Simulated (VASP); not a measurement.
# BAs (F-43m) in VASP: further runs, part 2 of 2

VASP 6.6.1.

### 3 Relaxation of cell and atoms, HSE06

This run uses another cell than the first one, of 13.63 Å³/atom, 1.003 times its volume.

POSCAR reads:

```
BAs
1.0
    0.0000000000      2.3885000000      2.3885000000
    2.3885000000      0.0000000000      2.3885000000
    2.3885000000      2.3885000000      0.0000000000
B As
1 1
Direct
    0.0000000000      0.0000000000      0.0000000000
    0.2500000000      0.2500000000      0.2500000000
```

INCAR.step1 reads:

```
PREC = Accurate
ENCUT = 600
EDIFF = 1E-5
ISMEAR = 0
SIGMA = 0.02
LREAL = False
LASPH = True
NELM = 100
ALGO = Normal
LWAVE = True
LCHARG = False
GGA = PE
NBANDS = 11
```

INCAR.step2 reads:

```
PREC = Accurate
ENCUT = 600
EDIFF = 1E-6
ISMEAR = 0
SIGMA = 0.02
LREAL = False
LASPH = True
NELM = 100
ALGO = Normal
ISIF = 3
LWAVE = False
LCHARG = False
GGA = PE
LHFCALC = True
HFSCREEN = 0.2079
PRECFOCK = Normal
IBRION = 2
NSW = 100
EDIFFG = -0.005
ISTART = 1
```

KPOINTS reads:

```
regular mesh
0
Gamma
  6 6 6
```

Potentials or basis: VASP PAW PBE potentials, release 64 (B, As).

On the command line:

```bash
$ cat potpaw_PBE.64/B/POTCAR potpaw_PBE.64/As/POTCAR > POTCAR
$ cp INCAR.step1 INCAR
$ mpirun -np 1 vasp_std > vasp.out
$ cp INCAR.step2 INCAR
$ mpirun -np 1 vasp_std > vasp.out
```

OUTCAR:

```text
PREC = Accurate
   ENCUT = 600
   EDIFF = 1E-6
   ISMEAR = 0
   LREAL = False
   LASPH = True
   NELM = 100
   ISIF = 3
   GGA = PE
   LHFCALC = True
   HFSCREEN = 0.2079
   PRECFOCK = Normal
   IBRION = 2
   NSW = 100
   EDIFFG = -0.005
   ISTART = 1

 ion  position               nearest neighbor table
   1  0.000  0.000  0.000-   2 2.07   2 2.07   2 2.07   2 2.07
   2  0.250  0.250  0.250-   1 2.07   1 2.07   1 2.07   1 2.07

  LATTYP: Found a face centered cubic cell.
 ALAT       =     4.7770000000

  Lattice vectors:

 A1 = (   0.0000000000,   2.3885000000,   2.3885000000)
 A2 = (   2.3885000000,   0.0000000000,   2.3885000000)
 A3 = (   2.3885000000,   2.3885000000,   0.0000000000)

Analysis of symmetry for initial positions (statically):
=====================================================================
 Subroutine PRICEL returns:
 Original cell was already a primitive cell.

 Routine SETGRP: Setting up the symmetry group for a
 face centered cubic supercell.

 Subroutine GETGRP returns: Found 24 space group operations
 (whereof 24 operations were pure point group operations)
 out of a pool of 48 trial point group operations.

The static configuration has the point symmetry T_d .

Analysis of symmetry for dynamics (positions and initial velocities):
=====================================================================
 Subroutine PRICEL returns:
 Original cell was already a primitive cell.

 Routine SETGRP: Setting up the symmetry group for a
 face centered cubic supercell.

 Subroutine GETGRP returns: Found 24 space group operations
 (whereof 24 operations were pure point group operations)
 out of a pool of 48 trial point group operations.

The dynamic configuration has the point symmetry T_d .

 Subroutine INISYM returns: Found 24 space group operations
 (whereof 24 operations are pure point group operations),
 and found     1 'primitive' translations

[... 105 lines left out ...]
     AMIX_MAG =   1.60;   BMIX_MAG =  1.00
  volume/ion in A,a.u.               =      13.63        91.95
  Fermi-wavevector in a.u.,A,eV,Ry     =   1.088018  2.056057 16.106360  1.183784
  Thomas-Fermi vector in A             =   2.224191
   LORBIT       =      0    0 simple, 1 ext, 2 COOP (PROOUT), +10 PAW based schemes
   GGA     = PE    functional components
   LHFCALC =     T    Hartree Fock is set to
   PRECFOCK=normal    Normal, Fast or Accurate (Low or Medium for compatibility)
   ENCUT4O =  -1.0   cutoff for four orbital integrals eV
   NKREDX  =     1    reduce k-point grid by
   NKREDY  =     1    reduce k-point grid by
   NKREDZ  =     1    reduce k-point grid by
   AEXX    =    0.2500 exact exchange contribution
   HFSCREEN=    0.2079 screening length (either q_TF or 0.3 A-1)
   HFSCREENC=   0.2079 screening length for correlation (either q_TF or 0.3 A-1)
   ENCUTFOCK=  -1.0 apply spherical cutoff to Coloumb kernel
   IVDW    =     0    specifies the selected vdW correction
   LEPSILON=     F    determine dielectric tensor
   LRPA    =     F    only Hartree local field effects (RPA)
 conjugate gradient relaxation of ions
 non-spin polarized calculation
 Gauss-broadening in eV      SIGMA  =   0.02
  energy-cutoff  :      600.00
  volume of cell :       27.25
 maximum number of plane-waves:       941
  NGX = 24; NGY = 24; NGZ = 24

--------------------------------------- Ionic step        1  -------------------------------------------

 number of electron       8.0000000 magnetization

 Free energy of the ion-electron system (eV)
  ---------------------------------------------------
  ext. energy  EPLUGINS =         0.00000000
  ---------------------------------------------------
  free energy    TOTEN  =       -13.24365688 eV

  energy without entropy =      -13.24365688  energy(sigma->0) =      -13.24365688

------------------------ aborting loop because EDIFF is reached ----------------------------------------

  FORCE on cell =-STRESS in cart. coord.  units (eV):
  Direction    XX          YY          ZZ          XY          YZ          ZX
  --------------------------------------------------------------------------------------
  -------------------------------------------------------------------------------------
  Total       -0.0973537     -0.0973537     -0.0973537     -0.0000000     -0.0000000      0.0000000
  in kB       -5.7234422     -5.7234422     -5.7234422     -0.0000000     -0.0000000      0.0000000
  external PRESSURE =      -5.7234422 kB  Pullay stress =       0.0000000 kB
[... 59 lines left out ...]
--------------------------------------- Ionic step        3  -------------------------------------------

 number of electron       8.0000000 magnetization

 Free energy of the ion-electron system (eV)
  ---------------------------------------------------
  ext. energy  EPLUGINS =         0.00000000
  ---------------------------------------------------
  free energy    TOTEN  =       -13.24384358 eV

  energy without entropy =      -13.24384358  energy(sigma->0) =      -13.24384358

 E-fermi :   5.8660     XC(G=0):  -8.7729

 val. band max:        5.7562503764   @ k =   0.0000   0.0000   0.0000
 cond. band min:       7.6995847247   @ k =   0.3333   0.3333   0.0000
 fundamental gap:      1.9433343483
 Fermi energy:         5.8659655638

 k-point     1 :       0.0000    0.0000    0.0000
  band No.  band energies     occupation
      1     -11.2336      2.00000
      2       5.7562      2.00000
      3       5.7563      2.00000
      4       5.7563      2.00000
      5       9.8749      0.00000
      6       9.8749      0.00000
      7       9.8749      0.00000
      8      11.6853      0.00000
[... 192 lines left out ...]
  FREE ENERGIE OF THE ION-ELECTRON SYSTEM (eV)
  ---------------------------------------------------
  free  energy   TOTEN  =       -13.2438435840 eV

  energy  without entropy=      -13.2438435840  energy(sigma->0) =      -13.24384358

 reached required accuracy - stopping structural energy minimisation
```

OSZICAR.step1:

```text
N       E                     dE             d eps       ncg     rms          rms(c)
DAV:   1     0.170558995704E+02    0.17056E+02   -0.44174E+03   352   0.731E+02
DAV:   2    -0.111543717777E+02   -0.28210E+02   -0.27109E+02   490   0.115E+02
DAV:   3    -0.120310355046E+02   -0.87666E+00   -0.87445E+00   435   0.182E+01
DAV:   4    -0.120332820831E+02   -0.22466E-02   -0.22465E-02   385   0.107E+00
DAV:   5    -0.120332854567E+02   -0.33736E-05   -0.33736E-05   442   0.443E-02    0.494E+00
DAV:   6    -0.114551786100E+02    0.57811E+00   -0.15932E+00   376   0.514E+00    0.240E+00
DAV:   7    -0.113949420807E+02    0.60237E-01   -0.19434E-01   409   0.217E+00    0.989E-01
DAV:   8    -0.113880852191E+02    0.68569E-02   -0.20632E-02   388   0.823E-01    0.988E-02
DAV:   9    -0.113884016084E+02   -0.31639E-03   -0.78972E-04   412   0.162E-01    0.587E-02
DAV:  10    -0.113885613563E+02   -0.15975E-03   -0.19645E-04   372   0.860E-02    0.120E-02
DAV:  11    -0.113885670370E+02   -0.56807E-05   -0.51643E-06   391   0.155E-02
   1 F= -.11388567E+02 E0= -.11388567E+02  d E =-.731650E-24
```

Wall time 11 min (1 thread of Intel Xeon 6975P-C (Granite Rapids), shared host); peak memory 0.27 GiB.

Results:

```
Free energy                            : -13.2438 eV
Relaxed volume                         : 13.57 Å³/atom
Relaxed cell                           : a = 3.374 Å, b = 3.374 Å, c = 3.374 Å, α = 60.00°, β = 60.00°, γ = 60.00°
Space group after relaxing (to 0.05 Å) : F-43m (No. 216)
Energy gained by relaxing              : 0.1 meV/atom
Ionic steps                            : 3
Pressure after relaxing                : 0.0 GPa
Band gap on the k mesh                 : 1.94 eV, indirect (least direct gap 4.12 eV)
```

The path:
| step | energy change (eV) | largest force (eV/Å) | pressure (GPa) | volume (Å³) |
| --- | --- | --- | --- | --- |
| 1 | 0.0000 | 0.0000 | -0.57 | 27.25 |
| 2 | -0.0001 | 0.0000 | 0.46 | 27.06 |
| 3 | -0.0002 | 0.0000 | 0.02 | 27.15 |

Final structure:
```cif
data_structure
_symmetry_space_group_name_H-M 'P 1'
_symmetry_Int_Tables_number 1
_cell_length_a 3.3735
_cell_length_b 3.3735
_cell_length_c 3.3735
_cell_angle_alpha 60.000
_cell_angle_beta 60.000
_cell_angle_gamma 60.000
_cell_volume 27.15
loop_
_atom_site_label
_atom_site_type_symbol
_atom_site_fract_x
_atom_site_fract_y
_atom_site_fract_z
_atom_site_occupancy
B1 B 0.00000 0.00000 0.00000 1
As1 As 0.25000 0.25000 0.25000 1
```

Caveat: the PAW data sets were made with another functional, which shifts forces and pressure a little. A k mesh can miss the band edges.
